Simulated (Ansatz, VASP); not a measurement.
# Two plane-wave programs on SnTe5

The input INCAR:

```
ALGO     = Normal         # electronic algorithm
EDIFF    = 1E-6           # SCF threshold, eV
EDIFFG   = -0.04          # ionic threshold
ENCUT    = 600            # plane-wave cutoff, eV
GGA      = PE             # functional
IBRION   = 2              # ionic algorithm
ISIF     = 3              # what is computed and relaxed
ISMEAR   = 0              # smearing method
LASPH    = T              # aspherical terms in the spheres
LCHARG   = F              # write CHGCAR
LREAL    = F              # projectors in reciprocal space
LWAVE    = F              # write WAVECAR
NELM     = 100            # most SCF steps
NSW      = 90             # ionic steps
PREC     = Accurate       # precision mode
SIGMA    = 0.1            # smearing width, eV
```

The input KPOINTS:

```
k-points
0
Gamma
  3 3 4
```

POSCAR

```
SnTe5
1.0
    6.6395002800      0.0000000000      0.0000000000
   -3.3197501400      5.7499759100      0.0000000000
    0.0000000000      0.0000000000      6.0877263400
Sn Te
1 5
Direct
    0.0000000000      0.0000000000      0.0000000000
    0.3130345300      0.0000000000      0.5000000000
    0.6869654700      0.6869654700      0.5000000000
    0.0000000000      0.3130345300      0.5000000000
    0.3333333300      0.6666666700      0.0000000000
    0.6666666700      0.3333333300      0.0000000000
```

Input for Ansatz:

```yaml
crystal:
  lattice:
    - [6.63950028, 0.0, 0.0]
    - [-3.31975014, 5.74997591, 0.0]
    - [0.0, 0.0, 6.08772634]
  atoms:
    - { symbol: Sn, position: [0.0, 0.0, 0.0] }
    - { symbol: Te, position: [0.31303453, 0.0, 0.5] }
    - { symbol: Te, position: [0.68696547, 0.68696547, 0.5] }
    - { symbol: Te, position: [0.0, 0.31303453, 0.5] }
    - { symbol: Te, position: [0.33333333, 0.66666667, 0.0] }
    - { symbol: Te, position: [0.66666667, 0.33333333, 0.0] }
basis:
  ecutwfc: 420
kpoints:
  mp_grid: { grid: [3, 3, 4] }
hamiltonian:
  xc: pbe
scf:
  occupations: { method: gaussian, width: 0.1 }
  lower_state_search: "off"
output:
  forces: true
  stress: true
  eigenvalues: true
relax:
  adjacent_minimum: "off"
  f_tol: 0.04
  max_steps: 70
  cell: { stress_tol: 0.4 }
```

Change from the starting cell: species swapped into the Mg5Pd type (P-62m, No. 189).

Alike in both runs: task relaxation of cell and atoms; functional PBE; k mesh 3 × 3 × 4; occupations gaussian, width 0.1 eV; no spin polarisation.

```csv
,VASP,Ansatz
version,VASP 6.6.1,Ansatz 0.2.0
potentials or method,"VASP PAW PBE potentials, release 64 (Sn_d, Te), cutoff 600 eV","scalar-relativistic, plane waves, PAW"
valence electrons in the cell,44,94
```

VASP gave:

| Item | Value |
| --- | --- |
| gap on the k mesh at the Fermi level, each at its own relaxed structure (eV) | none |
| relaxed volume (Å³/atom) | 30.82 |
| relaxed length of the cell vector where the two differ most in proportion (Å) | 4.569 |

Question: What did Ansatz give for the same quantities?

Answer: gap on the k mesh at the Fermi level, each at its own relaxed structure (eV): none; relaxed volume (Å³/atom): 31.09; relaxed length of the cell vector where the two differ most in proportion (Å): 4.510.

A gap of «none» marks a metal or a gap that the smearing closes. VASP's potentials hold 44 valence electrons a cell and Ansatz's 94, so a difference there can come from the potentials and not from the codes.

The k mesh is coarse, so the values compare programs but aren't converged. Neither program's run includes spin-orbit coupling. Noted on VASP's run: the volume moved by over 15 % at a fixed basis, so the end points are rough.
